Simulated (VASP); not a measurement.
# SiC (P1) in VASP: single point with PBE

Aim: the single point of SiC with PBE.

Program: VASP 6.6.1. These are calculated values, not measurements. Logs are shortened: lines on timing, memory, paths and dates and some standing lists are left out, and cuts for length are marked.

## 1. The cell of the first run

The typed cell holds 8 atoms: a = 4.407 Å, b = 4.384 Å, c = 4.380 Å, α = 89.25°, β = 90.44°, γ = 90.27°.

## 2. Single point, PBE (atoms moved at random and the cell strained at random)

INCAR reads:

```
PREC     = Accurate       # precision mode
ENCUT    = 600            # plane-wave cutoff, eV
EDIFF    = 1E-6           # SCF threshold, eV
ISMEAR   = 0              # smearing method
SIGMA    = 0.05           # smearing width, eV
LREAL    = F              # projectors in reciprocal space
LASPH    = T              # aspherical terms in the spheres
NELM     = 120            # most SCF steps
ALGO     = Normal         # electronic algorithm
ISIF     = 2              # what is computed and relaxed
LWAVE    = F              # write WAVECAR
LCHARG   = F              # write CHGCAR
GGA      = PE             # functional
NBANDS   = 26             # bands
GGA_COMPAT= F
```

KPOINTS reads:

```
regular mesh
0
Gamma
  6 6 6
```

POSCAR reads:

```
SiC
1.0
    4.4067906632      0.0103306967      0.0167022958
   -0.0103306967     -4.3836176975     -0.0285276639
   -0.0167022958     -0.0285276639     -4.3803411777
Si C
4 4
Direct
    0.0057593571     -0.0079605601     -0.0022972742
    0.5213389787      0.4886437246     -0.0030054846
    0.5052352445      0.0036819190      0.4973082640
    0.0010289634      0.4848463396      0.5296149893
    0.7537494446      0.7803559372      0.7485956010
    0.2282190474      0.2566558875      0.7591183219
    0.2473072136      0.7560500174      0.2565996407
    0.7373617507      0.2377267347      0.2140659418
```

Potentials or basis: VASP PAW PBE potentials, release 64 (Si, C).

On the command line:

```bash
$ cat potpaw_PBE.64/Si/POTCAR potpaw_PBE.64/C/POTCAR > POTCAR
$ mpirun -np 1 vasp_std > vasp.out
```

OUTCAR:

```text
PREC = Accurate
   ENCUT = 600
   EDIFF = 1E-6
   ISMEAR = 0
   LREAL = F
   LASPH = T
   NELM = 120
   ISIF = 2
   GGA = PE

 ion  position               nearest neighbor table
   1  0.006  0.992  0.998-   5 1.81   6 1.84   7 1.86   8 1.87   4 2.96   4 3.04   2 3.06   2 3.06
                             3 3.09   3 3.10   3 3.12   3 3.12   2 3.14
   2  0.521  0.489  0.997-   8 1.73   6 1.95   5 1.96   7 2.05   4 2.95   3 3.03   1 3.06   4 3.06
                             1 3.06   3 3.07   3 3.12   4 3.14   1 3.14
   3  0.505  0.004  0.497-   5 1.83   7 1.89   8 1.90   6 2.03   4 3.03   2 3.03   2 3.07   4 3.08
                             1 3.09   1 3.10   1 3.12   1 3.12   2 3.12
   4  0.001  0.485  0.530-   6 1.73   5 1.96   7 2.00   8 2.11   2 2.95   1 2.96   3 3.03   1 3.04
                             2 3.06   3 3.08   2 3.14
   5  0.754  0.780  0.749-   1 1.81   3 1.83   2 1.96   4 1.96
   6  0.228  0.257  0.759-   4 1.73   1 1.84   2 1.95   3 2.03
   7  0.247  0.756  0.257-   1 1.86   3 1.89   4 2.00   2 2.05
   8  0.737  0.238  0.214-   2 1.73   1 1.87   3 1.90   4 2.11

  LATTYP: Found a triclinic cell.
 ALAT       =     4.3837226952
 B/A-ratio  =     1.4044488446
 C/A-ratio  =     1.7350271203
 COS(alpha) =     0.0018005663
 COS(beta)  =     0.5811256283
 COS(gamma) =     0.7027532062

  Lattice vectors:

 A1 = (   0.0103306967,   4.3836176975,   0.0285276639)
 A2 = (  -0.0063715991,   4.3550900336,  -4.3518135138)
 A3 = (  -4.3797576707,   4.4018146647,   4.3921665458)

Analysis of symmetry for initial positions (statically):
=====================================================================
 Subroutine PRICEL returns:
 Original cell was already a primitive cell.

 Routine SETGRP: Setting up the symmetry group for a
 triclinic supercell.

 Subroutine GETGRP returns: Found  1 space group operations
 (whereof  1 operations were pure point group operations)
 out of a pool of  2 trial point group operations.

The static configuration has the point symmetry C_1 .

Analysis of symmetry for dynamics (positions and initial velocities):
=====================================================================
 Subroutine PRICEL returns:
 Original cell was already a primitive cell.

 Routine SETGRP: Setting up the symmetry group for a
 triclinic supercell.

 Subroutine GETGRP returns: Found  1 space group operations
 (whereof  1 operations were pure point group operations)
 out of a pool of  2 trial point group operations.

The dynamic configuration has the point symmetry C_1 .

 Subroutine INISYM returns: Found  1 space group operations
 (whereof  1 operations are pure point group operations),
 and found     1 'primitive' translations
[... 108 lines left out ...]
   LREAL  =      F    real-space projection
[... 7 lines left out ...]
   TEBEG  =    0.0;   TEEND  =   0.0 temperature during run
   PSTRESS=    0.0 pullay stress
   NELECT =      32.0000    total number of electrons
   NUPDOWN=      -1.0000    fix difference up-down
   EMIN   =  10.00;   EMAX   =-10.00  energy-range for DOS
   EFERMI =   0.00;   METHOD = LEGACY
   ISMEAR =     0;   SIGMA  =   0.05  broadening in eV -4-tet -1-fermi 0-gaus
   EFERMI_NEDOS =   21; number of points for ismear=-14 and -15
   IALGO  =     38    algorithm
   IMIX   =      4    mixing-type and parameters
     AMIX     =   0.40;   BMIX     =  1.00
     AMIX_MAG =   1.60;   BMIX_MAG =  1.00
  volume/ion in A,a.u.               =      10.58        71.37
  Fermi-wavevector in a.u.,A,eV,Ry     =   1.183894  2.237235 19.069994  1.401605
  Thomas-Fermi vector in A             =   2.320119
   LORBIT       =      0    0 simple, 1 ext, 2 COOP (PROOUT), +10 PAW based schemes
   GGA     = PE    functional components
   LHFCALC =     F    Hartree Fock is set to
   AEXX    =    0.0000 exact exchange contribution
   IVDW    =     0    specifies the selected vdW correction
   LEPSILON=     F    determine dielectric tensor
   LRPA    =     F    only Hartree local field effects (RPA)
 non-spin polarized calculation
 Gauss-broadening in eV      SIGMA  =   0.05
  energy-cutoff  :      600.00
  volume of cell :       84.61
 maximum number of plane-waves:      2842
   NGX = 17   NGY = 17   NGZ = 17

 number of electron      32.0000000 magnetization

 Free energy of the ion-electron system (eV)
  ---------------------------------------------------
  ext. energy  EPLUGINS =         0.00000000
  ---------------------------------------------------
  free energy    TOTEN  =       -58.84369346 eV

  energy without entropy =      -58.84369346  energy(sigma->0) =      -58.84369346

 E-fermi :   8.4592     XC(G=0): -11.2593

 val. band max:        8.1885078824   @ k =   0.0000   0.0000   0.0000
 cond. band min:       8.6768392277   @ k =   0.0000   0.0000   0.0000
 fundamental gap:      0.4883313453
 Fermi energy:         8.4592265567

 k-point     1 :       0.0000    0.0000    0.0000
  band No.  band energies     occupation
      1      -7.4520      2.00000
      2      -2.8053      2.00000
      3      -2.6424      2.00000
      4      -2.1933      2.00000
      5      -0.0725      2.00000
      6       0.1318      2.00000
[... 685 lines left out ...]
     25      16.6121      0.00000
     26      16.9494      0.00000

 [... further k-points ...]

------------------------ aborting loop because EDIFF is reached ----------------------------------------

  FORCE on cell =-STRESS in cart. coord.  units (eV):
  Direction    XX          YY          ZZ          XY          YZ          ZX
  --------------------------------------------------------------------------------------
  -------------------------------------------------------------------------------------
  Total        1.1271863      1.8732964      1.5819354      1.7837816     -4.0770396     -4.0904987
  in kB       21.3437284     35.4716249     29.9545870     33.7766250    -77.2003934    -77.4552480
  external PRESSURE =      28.9233135 kB  Pullay stress =       0.0000000 kB

 VOLUME and BASIS-vectors are now :
 -----------------------------------------------------------------------------
  energy-cutoff  :      600.00
  volume of cell :       84.61
      direct lattice vectors                 reciprocal lattice vectors
     4.406790663  0.010330697  0.016702296     0.226927017 -0.000529181 -0.000861829
    -0.010330697 -4.383617698 -0.028527664     0.000529181 -0.228132986  0.001483734
    -0.016702296 -0.028527664 -4.380341178     0.000861829  0.001483734 -0.228305669

 POSITION                                       TOTAL-FORCE (eV/Angst)
 -----------------------------------------------------------------------------------
     -0.00153     -4.37712     -4.39848         0.129225     -0.306911     -1.155934
      2.27573     -2.16508     -4.37241        -3.204033     -3.103713      0.793483
      2.21812     -0.02511     -2.17005        -1.524676     -0.367303      0.854818
     -0.00932     -2.14048     -2.33371        -1.517572     -2.989392      4.015155
      3.30105     -3.43435     -3.28878        -0.247575      3.264921      0.149396
      0.99038     -1.14438     -3.32871         3.598867      1.373641     -0.458631
      1.07773     -3.31900     -1.14143         0.622328      1.643440     -0.303501
      3.24337     -1.04059     -0.93215         2.143436      0.485317     -3.894785
 -----------------------------------------------------------------------------------
    total drift:                                0.000041      0.000083      0.000064

  FREE ENERGIE OF THE ION-ELECTRON SYSTEM (eV)
  ---------------------------------------------------
  free  energy   TOTEN  =       -58.8436934602 eV

  energy  without entropy=      -58.8436934602  energy(sigma->0) =      -58.84369346
```

OSZICAR:

```text
N       E                     dE             d eps       ncg     rms          rms(c)
DAV:   1     0.868220207000E+02    0.86822E+02   -0.15713E+04  5824   0.123E+03
DAV:   2    -0.583510809442E+02   -0.14517E+03   -0.13428E+03  7566   0.206E+02
DAV:   3    -0.663777894209E+02   -0.80267E+01   -0.79552E+01  7878   0.449E+01
DAV:   4    -0.664863891875E+02   -0.10860E+00   -0.10845E+00  7394   0.605E+00
DAV:   5    -0.664882218980E+02   -0.18327E-02   -0.18317E-02  7662   0.756E-01    0.177E+01
DAV:   6    -0.590061518918E+02    0.74821E+01   -0.19844E+01  7186   0.199E+01    0.790E+00
DAV:   7    -0.588802461704E+02    0.12591E+00   -0.20253E+00  7604   0.659E+00    0.355E+00
DAV:   8    -0.588452876481E+02    0.34959E-01   -0.99021E-02  7006   0.161E+00    0.101E+00
DAV:   9    -0.588432079006E+02    0.20797E-02   -0.14849E-02  7510   0.684E-01    0.187E-01
DAV:  10    -0.588436080152E+02   -0.40011E-03   -0.18421E-03  7256   0.220E-01    0.886E-02
DAV:  11    -0.588436892896E+02   -0.81274E-04   -0.18508E-04  7328   0.819E-02    0.291E-02
DAV:  12    -0.588436921229E+02   -0.28333E-05   -0.17717E-05  7544   0.242E-02    0.114E-02
DAV:  13    -0.588436931255E+02   -0.10026E-05   -0.29635E-06  6556   0.105E-02    0.245E-03
DAV:  14    -0.588436934602E+02   -0.33473E-06   -0.39096E-07  3662   0.332E-03
   1 F= -.58843693E+02 E0= -.58843693E+02  d E =-.775356E-12
```

It took 8.1 min on 1 thread of Oxide Virtual Turin-like, shared host; peak memory 0.32 GiB.

What came out:

```yaml
Free_energy: -58.8437 eV
Pressure: 2.9 GPa
Largest_force: 5.231 eV/Å
Band_gap_on_the_k_mesh: 0.49 eV
```

Forces on the atoms (eV/Å):
```
Si   0.129 -0.307 -1.156
Si  -3.204 -3.104  0.793
Si  -1.525 -0.367  0.855
Si  -1.518 -2.989  4.015
C   -0.248  3.265  0.149
C    3.599  1.374 -0.459
C    0.622  1.643 -0.304
C    2.143  0.485 -3.895
```

Stress tensor (GPa, compression positive):
```
 2.13  3.38 -7.75
 3.38  3.55 -7.72
-7.75 -7.72  3.00
```

Levels at points of the mesh, in eV from the valence-band top:
```
           k point  band 13  band 14  band 15  band 16  band 17  band 18  band 19  band 20
(0.00, 0.00, 0.00)    -3.19    -1.02    -0.11     0.00     0.49     1.23     1.46     3.53
(0.50, 0.00, 0.00)    -2.39    -2.21    -2.08    -1.83     3.25     3.72     4.52     4.83
(0.00, 0.50, 0.00)    -2.46    -2.44    -2.01    -1.71     3.23     3.66     4.69     4.87
(0.50, 0.50, 0.00)    -1.95    -1.63    -1.49    -0.90     4.38     4.82     4.99     5.42
(0.00, 0.00, 0.50)    -2.51    -2.47    -2.02    -1.66     3.26     3.69     4.51     5.07
(0.50, 0.00, 0.50)    -1.89    -1.75    -1.43    -0.85     4.42     4.69     4.91     5.52
(0.00, 0.50, 0.50)    -1.93    -1.54    -1.30    -0.96     4.41     5.01     5.11     5.44
(0.50, 0.50, 0.50)    -1.48    -0.92    -0.78    -0.63     4.41     4.54     4.78     4.92
```

Caveat: the cell differs from its parent crystal (atoms moved at random and the cell strained at random); semilocal functionals underestimate gaps, and a narrow one can read as zero; forces of over 1 eV/Å act on the atoms, so gaps and moduli don't describe the material at rest.
